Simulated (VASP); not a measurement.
A run of VASP 6.6.1:

The input INCAR:

```
SYSTEM = GaN
PREC = Accurate
ENCUT = 600
EDIFF = 1E-6
ISMEAR = -1
SIGMA = 0.005
LREAL = .FALSE.
LASPH = .TRUE.
NELM = 80
ALGO = Normal
ISIF = 4
LWAVE = .FALSE.
LCHARG = .FALSE.
GGA = PE
IBRION = 2
NSW = 50
EDIFFG = -0.005
```

KPOINTS

```
Automatic mesh
0
G
  13 13 7
  0 0 0
```

The input POSCAR:

```
GaN
1.0
    2.7733491694      0.0000000000      0.0000000000
   -1.3866745847      2.4017908343      0.0000000000
    0.0000000000      0.0000000000      4.5181591529
Ga N
2 2
Direct
    0.3333333333      0.6666666667     -0.0003515223
    0.6666666667      0.3333333333      0.4996484777
    0.3333333333      0.6666666667      0.3763515223
    0.6666666667      0.3333333333      0.8763515223
```

Potentials or basis: VASP PAW PBE potentials, release 64 (Ga_d, N).

Command:

```sh
$ cat potpaw_PBE.64/Ga_d/POTCAR potpaw_PBE.64/N/POTCAR > POTCAR
$ mpirun -np 1 vasp_std > vasp.out
```

Hardware: 1 thread of AMD EPYC 9R45 96-Core Processor (Zen 5) (shared host).

Task: Estimate the wall time of this run.

Result: Run time: 3.3 min on 1 thread of AMD EPYC 9R45 96-Core Processor (Zen 5), with other jobs on the host, peak memory 0.17 GiB. Counts: scf iterations 73, k points 84, ion steps 11.
